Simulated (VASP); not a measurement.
A run of VASP 6.6.1 is set up as follows.

INCAR

```
PREC = Accurate
ENCUT = 520
EDIFF = 1E-6
ISMEAR = 0
SIGMA = 0.05
LREAL = False
LASPH = True
NELM = 100
ALGO = Fast
ISIF = 2
LWAVE = False
LCHARG = True
GGA = PE
LELF = True
LVHAR = True
NBANDS = 36
```

Contents of KPOINTS:

```
regular mesh
0
Gamma
  1 1 4
```

POSCAR

```
Rb
1.0
   13.0000000000      0.0000000000      0.0000000000
    0.0000000000     15.0000000000      0.0000000000
    0.0000000000      0.0000000000      8.0186230480
Rb
6
Direct
    0.6542042894      0.5000000000      0.0000000000
    0.3457957106      0.5000000000      0.5000000000
    0.3457957106      0.6890007578      0.0000000000
    0.3457957106      0.3109992422      0.0000000000
    0.6542042894      0.6890007578      0.5000000000
    0.6542042894      0.3109992422      0.5000000000
```

Potentials or basis: VASP PAW PBE potentials, release 64 (Rb_sv).

Run with:

```sh
$ cat potpaw_PBE.64/Rb_sv/POTCAR > POTCAR
$ mpirun -np 1 vasp_std > vasp.out
```

Question: Estimate the largest force.

Answer: 0.086 eV/Å.

Question: Predict the band gap on the k mesh.

Answer: Zero (bands 27 and 28 overlap by 0.02 eV).

Forces in eV/Å, atoms in the order of the input:
```
Rb  -0.010  0.000  0.000
Rb   0.010  0.000  0.000
Rb   0.064 -0.057  0.000
Rb   0.064  0.057  0.000
Rb  -0.064 -0.057  0.000
Rb  -0.064  0.057  0.000
```
